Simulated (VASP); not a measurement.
**SiNi2: relaxation of cell and atoms with BLYP+D3(BJ)**

The system is SiNi2.

```
Ni Si
1.0
     4.99000    0.00000    0.00000
     0.00000    3.72000    0.00000
     0.00000    0.00000    7.03000
Ni Si
8 4
Direct
  0.32500 0.75000 0.93700
  0.67500 0.25000 0.06300
  0.17500 0.25000 0.43700
  0.82500 0.75000 0.56300
  0.45800 0.75000 0.29700
  0.54200 0.25000 0.70300
  0.04200 0.25000 0.79700
  0.95800 0.75000 0.20300
  0.78600 0.75000 0.88600
  0.21400 0.25000 0.11400
  0.71400 0.25000 0.38600
  0.28600 0.75000 0.61400
```

- Program: VASP 6.6.1
- Task: relaxation of cell and atoms
- Functional: BLYP
- Dispersion: D3(BJ)
- Potentials or basis: VASP PAW PBE potentials, release 64 (Ni, Si)
- Cutoff: 600 eV
- k mesh: 6 × 7 × 4
- Occupations: fermi-dirac, width 0.05 eV
- Spin: collinear spin, ferromagnetic start
- Starting moments: [1.0, 1.0, 1.0, 1.0, 1.0, 1.0, 1.0, 1.0, 0.0, 0.0, 0.0, 0.0] μB
- Dipole correction: no
- Further INCAR settings: ALGO = Normal; EDIFF = 1e-06; IBRION = 2; EDIFFG = -0.01; NSW = 60; ISIF = 3

```
Relaxed volume                                        : 10.72 Å³/atom
Relaxed cell                                          : a = 5.051 Å, b = 3.665 Å, c = 6.952 Å, α = 90.00°, β = 90.00°, γ = 90.00°
Space group after relaxing (to 0.1 Å)                 : Pnma (No. 62)
Energy gained by relaxing                             : 5.7 meV/atom
Ionic steps                                           : 24
Pressure after relaxing                               : -0.1 GPa
Largest force after relaxing                          : 0.006 eV/Å
Band gap on the k mesh                                : zero (filled and empty bands overlap)
Net moment                                            : 0.00 μB per cell
Valence electrons inside the program's atomic spheres : Ni 9.66, 9.53 (each value once); Si 1.66
Dispersion energy per atom                            : -1.140 eV
```

Forces in eV/Å, atoms in the order of the input:
```
Ni  -0.003  0.000  0.001
Ni   0.003  0.000 -0.001
Ni   0.003  0.000  0.001
Ni  -0.003  0.000 -0.001
Ni   0.004  0.000  0.005
Ni  -0.004  0.000 -0.005
Ni  -0.004  0.000  0.005
Ni   0.004  0.000 -0.005
Si  -0.003  0.000 -0.002
Si   0.003  0.000  0.002
Si   0.003  0.000 -0.002
Si  -0.003  0.000  0.002
```

The path:
| step | energy change (eV) | largest force (eV/Å) | pressure (GPa) | volume (Å³) |
| --- | --- | --- | --- | --- |
| 1 | 0.0000 | 0.3685 | -3.82 | 130.50 |
| 2 | -0.0231 | 0.1481 | 4.11 | 125.66 |
| 3 | -0.0455 | 0.2446 | 0.64 | 127.61 |
| 4 | -0.0558 | 0.0861 | 0.21 | 127.88 |
| 5 | -0.0569 | 0.0722 | 0.02 | 128.01 |
| 6 | -0.0599 | 0.0668 | -0.13 | 128.10 |
| 7 | -0.0610 | 0.0737 | -0.17 | 128.18 |
| 8 | -0.0610 | 0.0766 | -0.09 | 128.20 |
| 9 | -0.0630 | 0.0509 | 0.02 | 128.12 |
| 10 | -0.0636 | 0.0795 | 0.85 | 127.89 |
| 11 | -0.0644 | 0.0598 | 0.55 | 127.99 |
| 12 | -0.0655 | 0.0576 | 0.32 | 128.23 |
| 13 | -0.0660 | 0.0546 | -0.17 | 128.70 |
| 14 | -0.0666 | 0.0410 | -0.32 | 128.70 |
| 15 | -0.0670 | 0.0344 | -0.26 | 128.70 |
| 16 | -0.0670 | 0.0647 | -0.12 | 128.69 |
| 17 | -0.0672 | 0.0479 | -0.17 | 128.69 |
| 18 | -0.0677 | 0.0297 | 0.17 | 128.51 |
| 19 | -0.0677 | 0.0270 | 0.12 | 128.49 |
| 20 | -0.0677 | 0.0222 | 0.18 | 128.44 |
| 21 | -0.0680 | 0.0149 | 0.12 | 128.56 |
| 22 | -0.0680 | 0.0174 | 0.03 | 128.62 |
| 23 | -0.0680 | 0.0184 | 0.01 | 128.64 |
| 24 | -0.0681 | 0.0060 | -0.09 | 128.69 |

Final structure:
```xyz
12
Lattice="5.0508 0.0000 0.0000 0.0000 3.6649 0.0000 0.0000 0.0000 6.9522" Properties=species:S:1:pos:R:3 pbc="T T T"
Ni    1.6908    2.7487    6.5298
Ni    3.3600    0.9162    0.4225
Ni    0.8346    0.9162    3.0537
Ni    4.2162    2.7487    3.8986
Ni    2.3223    2.7487    2.0933
Ni    2.7285    0.9162    4.8589
Ni    0.2031    0.9162    5.5694
Ni    4.8477    2.7487    1.3828
Si    3.9427    2.7487    6.1462
Si    1.1081    0.9162    0.8060
Si    3.6334    0.9162    2.6701
Si    1.4173    2.7487    4.2821
```

Levels at points of the mesh, in eV from the Fermi level:
Spin up:
```csv
k point,band 46,band 47,band 48,band 49,band 50,band 51
"(0.00, 0.00, 0.00)",-1.00,-0.68,-0.35,0.62,0.80,2.33
"(0.50, 0.00, 0.00)",-1.01,1.32,1.32,1.88,1.88,2.65
"(0.00, 0.00, 0.50)",-1.14,-0.48,-0.48,0.33,0.33,1.45
"(0.50, 0.00, 0.50)",-0.72,0.39,0.39,2.01,2.01,2.03
```
Spin down:
```csv
k point,band 46,band 47,band 48,band 49,band 50,band 51
"(0.00, 0.00, 0.00)",-1.00,-0.68,-0.35,0.62,0.80,2.33
"(0.50, 0.00, 0.00)",-1.01,1.32,1.32,1.88,1.88,2.65
"(0.00, 0.00, 0.50)",-1.14,-0.48,-0.48,0.33,0.33,1.45
"(0.50, 0.00, 0.50)",-0.72,0.39,0.39,2.01,2.01,2.03
```

It took 34 min on 4 MPI ranks on Intel(R) Xeon(R) 6975P-C (Granite Rapids), with other jobs on the host, peak memory 0.77 GiB a rank.

Caveat: the dispersion term is far too large for a dense solid, which distorts pressure and volume; the moments typed at the start vanished in this run; the PAW data sets were made with another functional, which shifts forces and pressure a little.
